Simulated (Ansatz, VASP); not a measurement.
InP in VASP and in Ansatz

```
CELL_PARAMETERS angstrom
0.00000 2.93934 2.93934
2.93934 0.00000 2.93934
2.93934 2.93934 0.00000
ATOMIC_POSITIONS crystal
In 0.00000 0.00000 0.00000
P 0.25000 0.25000 0.25000
```

Alike in both runs: task single point; functional PBEsol; k mesh 8 × 8 × 8; occupations gaussian, width 0.02 eV; no spin polarisation.

```csv
,VASP,Ansatz
version,VASP 6.6.1,Ansatz 0.2.0
potentials or method,"VASP PAW PBE potentials, release 64 (In_d, P), cutoff 520 eV","plane-wave PAW, scalar-relativistic"
valence electrons in the cell,18,18
```

VASP gave:

| Quantity | Value |
| --- | --- |
| gap on the k mesh at the Fermi level (eV) | 0.57 |
| pressure (GPa) | 0.0 |

What did Ansatz give for the same quantities?

gap on the k mesh at the Fermi level (eV): 0.56; pressure (GPa): 0.0.

VASP's potentials were made for PBE, not for PBEsol, and Ansatz warns of the same on its side.
